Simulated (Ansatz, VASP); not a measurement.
**Two plane-wave programs on GaP**

```
CELL_PARAMETERS angstrom
0.00000 2.69800 2.72525
2.69800 0.00000 2.72525
2.69800 2.69800 0.00000
ATOMIC_POSITIONS crystal
Ga 0.00000 0.00000 0.00000
P 0.25000 0.25000 0.25000
```

Alike in both runs: task single point; functional PBE; k mesh 6 × 6 × 6; occupations gaussian, width 0.02 eV; no spin polarisation.

|  | VASP | Ansatz |
| --- | --- | --- |
| version | VASP 6.6.1 | Ansatz 0.2.0 |
| potentials or method | VASP PAW PBE potentials, release 64 (Ga_d, P), cutoff 500 eV | plane waves, PAW |
| valence electrons in the cell | 18 | 18 |

```tsv
	VASP	Ansatz	Ansatz less VASP
pressure (GPa)	4.3	4.4	+0.10
traceless stress, the component that is largest in VASP (GPa)	-0.51	-0.50	+0.002
```

With one functional, cell and mesh, what is left measures potentials, basis and numerics.
